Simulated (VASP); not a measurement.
**Ge: single point with PBE**

Ge:

```
CELL_PARAMETERS angstrom
1.91677 1.10665 1.56573
-1.91677 1.10665 1.56573
0.00000 -2.21330 1.56573
ATOMIC_POSITIONS crystal
Ge 0.50000 0.50000 0.50000
```

| Property | Result |
| --- | --- |
| Program | VASP 6.6.1 |
| Task | single point |
| Functional | PBE |
| Potentials or basis | VASP PAW PBE potentials, release 64 (Ge_d) |
| Cutoff | 520 eV |
| k mesh | 24 × 24 × 24 |
| Occupations | gaussian, width 0.1 eV |
| Spin | no spin polarisation |

The pressure is -0.1 GPa. The band gap on the k mesh is zero (band 7 reaches 12.49 eV, above the bottom of band 8 at 3.39 eV).

Levels at points of the mesh, in eV from the Fermi level:
| k point | band 4 | band 5 | band 6 | band 7 | band 8 | band 9 | band 10 | band 11 |
| --- | --- | --- | --- | --- | --- | --- | --- | --- |
| (0.00, 0.00, 0.00) | -24.42 | -24.42 | -12.72 | 6.59 | 6.59 | 6.59 | 10.03 | 10.03 |
| (0.50, 0.00, 0.00) | -24.47 | -24.42 | -9.01 | -5.56 | 9.43 | 9.44 | 13.23 | 15.19 |
| (0.50, 0.50, 0.00) | -24.48 | -24.35 | -5.08 | -2.51 | -2.51 | 3.20 | 12.22 | 19.33 |
| (0.50, 0.50, 0.50) | -24.34 | -24.34 | -0.56 | 0.33 | 0.34 | 0.34 | 6.90 | 6.90 |

It took 92 s on 1 thread of Intel(R) Xeon(R) Platinum 8488C (Sapphire Rapids), with other jobs on the host, peak memory 0.39 GiB.
